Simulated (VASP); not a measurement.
# HfB in VASP: further runs

The runs below take HfB through single point, with PBEsol.

Program: VASP 6.6.1. These are calculated values, not measurements. Logs are shortened: lines on timing, memory, paths and dates and some standing lists are left out, and cuts for length are marked.

## 1. The cell of the first run

It takes space group I4/mmm (No. 139, tetragonal). Conventional cell: a = 3.385 Å, b = 3.385 Å, c = 4.452 Å, α = 90.00°, β = 90.00°, γ = 90.00°. Hf (site symmetry 4/mmm) has 6 B at 2.23 to 2.39 Å within 2.9 Å. B (site symmetry 4/mmm) has 6 Hf at 2.23 to 2.39 Å within 2.9 Å.

## 2. Single point, PBEsol (the cell strained)

INCAR reads:

```
PREC = Accurate
ENCUT = 520
EDIFF = 1E-7
ISMEAR = 0
SIGMA = 0.15
LREAL = False
LASPH = True
NELM = 60
ALGO = Normal
ISIF = 2
LWAVE = False
LCHARG = False
GGA = PS
NBANDS = 14
```

KPOINTS reads:

```
regular mesh
0
Gamma
  16 16 16
```

POSCAR reads:

```
HfB
1.0
    0.0000000000      2.3936993068      2.3936993068
    2.2261403553      0.0000000000      2.3936993068
    2.2261403553      2.3936993068      0.0000000000
Hf B
1 1
Direct
    0.5000000000      0.5000000000      0.5000000000
    0.0000000000      0.0000000000      0.0000000000
```

Potentials or basis: VASP PAW PBE potentials, release 64 (Hf_pv, B).

Command:

```console
$ cat potpaw_PBE.64/Hf_pv/POTCAR potpaw_PBE.64/B/POTCAR > POTCAR
$ mpirun -np 1 vasp_std > vasp.out
```

OUTCAR:

```text
PREC = Accurate
   ENCUT = 520
   EDIFF = 1E-7
   ISMEAR = 0
   LREAL = False
   LASPH = True
   NELM = 60
   ISIF = 2
   GGA = PS

 ion  position               nearest neighbor table
   1  0.500  0.500  0.500-   2 2.23   2 2.23   2 2.39   2 2.39   2 2.39   2 2.39
   2  0.000  0.000  0.000-   1 2.23   1 2.23   1 2.39   1 2.39   1 2.39   1 2.39

  LATTYP: Found a body centered tetragonal cell.
 ALAT       =     3.3852020239
 C/A-ratio  =     1.3152186130

  Lattice vectors:

 A1 = (  -2.2261403553,   0.0000000000,  -2.3936993068)
 A2 = (  -2.2261403553,   0.0000000000,   2.3936993068)
 A3 = (   2.2261403553,   2.3936993068,   0.0000000000)

Analysis of symmetry for initial positions (statically):
=====================================================================
 Subroutine PRICEL returns:
 Original cell was already a primitive cell.

 Routine SETGRP: Setting up the symmetry group for a
 body centered tetragonal supercell.

 Subroutine GETGRP returns: Found 16 space group operations
 (whereof 16 operations were pure point group operations)
 out of a pool of 16 trial point group operations.

The static configuration has the point symmetry D_4h.

Analysis of symmetry for dynamics (positions and initial velocities):
=====================================================================
 Subroutine PRICEL returns:
 Original cell was already a primitive cell.

 Routine SETGRP: Setting up the symmetry group for a
 body centered tetragonal supercell.

 Subroutine GETGRP returns: Found 16 space group operations
 (whereof 16 operations were pure point group operations)
 out of a pool of 16 trial point group operations.

The dynamic configuration has the point symmetry D_4h.

 Subroutine INISYM returns: Found 16 space group operations
 (whereof 16 operations are pure point group operations),
 and found     1 'primitive' translations

----------------------------------------------------------------------------------------

                                     Primitive cell

  volume of cell :      25.5107

  direct lattice vectors                    reciprocal lattice vectors
     0.000000000  2.393699307  2.393699307    -0.224603987  0.208881708  0.208881708
     2.226140355  0.000000000  2.393699307     0.224603987 -0.208881708  0.208881708
     2.226140355  2.393699307  0.000000000     0.224603987  0.208881708 -0.208881708

  length of vectors
     3.385202024  3.268867886  3.268867886     0.371093098  0.371093098  0.371093098

  position of ions in fractional coordinates (direct lattice)
     0.500000000  0.500000000  0.500000000
     0.000000000  0.000000000  0.000000000

  ion indices of the primitive-cell ions
   primitive index   ion index
                 1           1
                 2           2

----------------------------------------------------------------------------------------

 KPOINTS: regular mesh

Automatic generation of k-mesh.
 Grid dimensions read from file:
 generate k-points for:   16   16   16

 Generating k-lattice:

  Cartesian coordinates                     Fractional coordinates (reciprocal lattice)
    -0.014037749  0.013055107  0.013055107     0.062500000  0.000000000  0.000000000
     0.014037749 -0.013055107  0.013055107     0.000000000  0.062500000  0.000000000
     0.014037749  0.013055107 -0.013055107     0.000000000  0.000000000  0.062500000

  Length of vectors
     0.023193319  0.023193319  0.023193319

  Shift w.r.t. Gamma in fractional coordinates (k-lattice)
     0.000000000  0.000000000  0.000000000

 Subroutine IBZKPT returns following result:
 ===========================================

 Found    349 irreducible k-points:

 Following reciprocal coordinates:
            Coordinates               Weight
  0.000000  0.000000  0.000000      1.000000
  0.062500 -0.000000 -0.000000      8.000000
  0.125000 -0.000000 -0.000000      8.000000
  0.187500 -0.000000 -0.000000      8.000000
  0.250000 -0.000000 -0.000000      8.000000
  0.312500  0.000000  0.000000      8.000000
[... 16 lines left out ...]
 -0.125000  0.062500  0.000000     16.000000
 -0.062500  0.062500  0.000000      8.000000
 [... further k-points ...]
   k-points           NKPTS =    349   k-points in BZ     NKDIM =    349   number of bands    NBANDS=     14
   number of dos      NEDOS =    301   number of ions     NIONS =      2
   total plane-waves  NPLWV =  16128
   dimension x,y,z NGX =    28 NGY =   24 NGZ =   24
   dimension x,y,z NGXF=    56 NGYF=   48 NGZF=   48
   ions per type =               1   1
   NGX,Y,Z   is equivalent  to a cutoff of  13.75, 12.21, 12.21 a.u.
   NGXF,Y,Z  is equivalent  to a cutoff of  27.50, 24.41, 24.41 a.u.
 SYSTEM =  unknown system
   PREC   = accura    normal or accurate (medium, high low for compatibility)
   ISTART =      0    job   : 0-new  1-cont  2-samecut
   ICHARG =      2    charge: 1-file 2-atom 10-const
   ISPIN  =      1    spin polarized calculation?
   LNONCOLLINEAR =      F non collinear calculations
   LSORBIT =      F    spin-orbit coupling
   LASPH  =      T    aspherical Exc in radial PAW
   ENCUT  =  520.0 eV  38.22 Ry    6.18 a.u.   6.29  6.08  6.08*2*pi/ulx,y,z
   NELM   =     60;   NELMIN=  2; NELMDL= -5     # of ELM steps
   EDIFF  = 0.1E-06   stopping-criterion for ELM
   LREAL  =      F    real-space projection
   EDIFFG = 0.1E-05   stopping-criterion for IOM
   NSW    =      0    number of steps for IOM
   IBRION =     -1    ionic relax: 0-MD 1-quasi-New 2-CG
   NFREE  =      0    steps in history (QN), initial steepest desc. (CG)
   ISIF   =      2    stress and relaxation
   ISYM   =      2    0-nonsym 1-usesym 2-fastsym
   POTIM  = 0.5000    time-step for ionic-motion
   TEBEG  =    0.0;   TEEND  =   0.0 temperature during run
   PSTRESS=    0.0 pullay stress
   NELECT =      13.0000    total number of electrons
   NUPDOWN=      -1.0000    fix difference up-down
   EMIN   =  10.00;   EMAX   =-10.00  energy-range for DOS
   EFERMI =   0.00;   METHOD = LEGACY
   ISMEAR =     0;   SIGMA  =   0.15  broadening in eV -4-tet -1-fermi 0-gaus
   EFERMI_NEDOS =   21; number of points for ismear=-14 and -15
   IALGO  =     38    algorithm
   IMIX   =      4    mixing-type and parameters
     AMIX     =   0.40;   BMIX     =  1.00
     AMIX_MAG =   1.60;   BMIX_MAG =  1.00
  volume/ion in A,a.u.               =      12.76        86.08
  Fermi-wavevector in a.u.,A,eV,Ry     =   1.307621  2.471046 23.264247  1.709874
  Thomas-Fermi vector in A             =   2.438344
   LORBIT       =      0    0 simple, 1 ext, 2 COOP (PROOUT), +10 PAW based schemes
   GGA     = PS    functional components
   LHFCALC =     F    Hartree Fock is set to
   AEXX    =    0.0000 exact exchange contribution
   IVDW    =     0    specifies the selected vdW correction
   LEPSILON=     F    determine dielectric tensor
   LRPA    =     F    only Hartree local field effects (RPA)
 non-spin polarized calculation
 Gauss-broadening in eV      SIGMA  =   0.15
  energy-cutoff  :      520.00
  volume of cell :       25.51
 maximum number of plane-waves:       708
 NGX is ok and might be reduce to    28
   NGX = 13   NGY = 13   NGZ = 13

 number of electron      13.0000000 magnetization

 Free energy of the ion-electron system (eV)
  ---------------------------------------------------
  ext. energy  EPLUGINS =         0.00000000
  ---------------------------------------------------
  free energy    TOTEN  =       -18.18742313 eV

  energy without entropy =      -18.17636745  energy(sigma->0) =      -18.18189529

 E-fermi :   4.7846     XC(G=0): -12.2333

 val. band max:        4.7772183314   @ k =   0.2500   0.1250   0.1250
 cond. band min:       4.7903205150   @ k =   0.3125   0.2500   0.0625
 fundamental gap:      0.0131021836
 Fermi energy:         4.7846347412

 k-point     1 :       0.0000    0.0000    0.0000
  band No.  band energies     occupation
      1     -23.6750      2.00000
      2     -23.6492      2.00000
      3     -23.6492      2.00000
      4      -4.6700      2.00000
      5       6.6424      0.00000
      6       6.6424      0.00000
      7       7.4780      0.00000
      8       8.3919      0.00000
      9       8.5143      0.00000
     10       8.5143      0.00000
     11       9.0584      0.00000
     12       9.0585      0.00000
     13      16.3567      0.00000
     14      17.6432      0.00000

 k-point     2 :       0.0625   -0.0000   -0.0000
  band No.  band energies     occupation
      1     -23.6921      2.00000
      2     -23.6599      2.00000
      3     -23.6534      2.00000
      4      -4.5601      2.00000
      5       6.3754      0.00000
      6       6.5416      0.00000
      7       7.2296      0.00000
      8       7.6083      0.00000
      9       7.9682      0.00000
     10       8.9502      0.00000
     11       9.6241      0.00000
     12      10.2503      0.00000
     13      16.6393      0.00000
     14      17.7818      0.00000

 k-point     3 :       0.1250   -0.0000   -0.0000
  band No.  band energies     occupation
      1     -23.7627      2.00000
      2     -23.6678      2.00000
      3     -23.6652      2.00000
      4      -4.2388      2.00000
      5       5.6197      0.00000
      6       5.9646      0.00000
      7       6.5141      0.00000
      8       7.5417      0.00000
      9       7.8474      0.00000
     10       9.2695      0.00000
     11      10.9349      0.00000
     12      11.6382      0.00000
     13      17.4249      0.00000
     14      18.1395      0.00000
[... 324 lines left out ...]
 k-point    23 :      -0.1250    0.0625    0.0000
  band No.  band energies     occupation
      1     -23.8149      2.00000
      2     -23.6859      2.00000
      3     -23.6641      2.00000
      4      -3.9762      2.00000
      5       5.2117      0.00006
      6       5.4977      0.00000
      7       5.9840      0.00000
      8       7.5749      0.00000
      9       8.2680      0.00000
     10       9.6169      0.00000
     11      10.9245      0.00000
     12      12.7974      0.00000
     13      18.0120      0.00000
     14      18.5067      0.00000

 k-point    24 :      -0.0625    0.0625    0.0000
  band No.  band energies     occupation
      1     -23.7323      2.00000
      2     -23.6665      2.00000
      3     -23.6602      2.00000
      4      -4.3691      2.00000
      5       6.0411      0.00000
      6       6.0572      0.00000
      7       6.8284      0.00000
      8       7.3505      0.00000
      9       8.0710      0.00000
     10       9.2303      0.00000
     11       9.9396      0.00000
     12      11.4056      0.00000
     13      17.1164      0.00000
     14      18.0670      0.00000

 [... further k-points ...]

------------------------ aborting loop because EDIFF is reached ----------------------------------------

  FORCE on cell =-STRESS in cart. coord.  units (eV):
  Direction    XX          YY          ZZ          XY          YZ          ZX
  --------------------------------------------------------------------------------------
  -------------------------------------------------------------------------------------
  Total        6.5395627      0.9207388      0.9207388      0.0000000      0.0000000      0.0000000
  in kB      410.7121635     57.8262857     57.8262857      0.0000000      0.0000000      0.0000000
  external PRESSURE =     175.4549116 kB  Pullay stress =       0.0000000 kB

 VOLUME and BASIS-vectors are now :
 -----------------------------------------------------------------------------
  energy-cutoff  :      520.00
  volume of cell :       25.51
      direct lattice vectors                 reciprocal lattice vectors
     0.000000000  2.393699307  2.393699307    -0.224603987  0.208881708  0.208881708
     2.226140355  0.000000000  2.393699307     0.224603987 -0.208881708  0.208881708
     2.226140355  2.393699307  0.000000000     0.224603987  0.208881708 -0.208881708

 POSITION                                       TOTAL-FORCE (eV/Angst)
 -----------------------------------------------------------------------------------
      2.22614      2.39370      2.39370        -0.000000      0.000000     -0.000000
      0.00000      0.00000      0.00000         0.000000      0.000000      0.000000
 -----------------------------------------------------------------------------------
    total drift:                                0.000000      0.000000      0.000000

  FREE ENERGIE OF THE ION-ELECTRON SYSTEM (eV)
  ---------------------------------------------------
  free  energy   TOTEN  =       -18.1874231316 eV

  energy  without entropy=      -18.1763674489  energy(sigma->0) =      -18.18189529
```

It took 2.3 min on 1 thread of Intel Xeon Platinum 8375C at 2.90GHz (Ice Lake), shared host; peak memory 0.25 GiB.

What came out:

| Property | Result |
| --- | --- |
| Free energy | -18.1874 eV |
| Pressure | 17.5 GPa |
| Band gap on the k mesh | zero (an odd number of electrons rules out a gap without spin polarisation) |

Stress tensor (GPa, compression positive):
```
41.07  0.00  0.00
 0.00  5.78  0.00
 0.00  0.00  5.78
```

Caveat: the cell differs from its parent crystal (the cell strained); the cell stands under pressure; the PAW data sets were made with another functional, which shifts forces and pressure a little; spin-orbit coupling is left out, which moves the levels of the heavy elements.

(Part 1 of 2 ends here.)
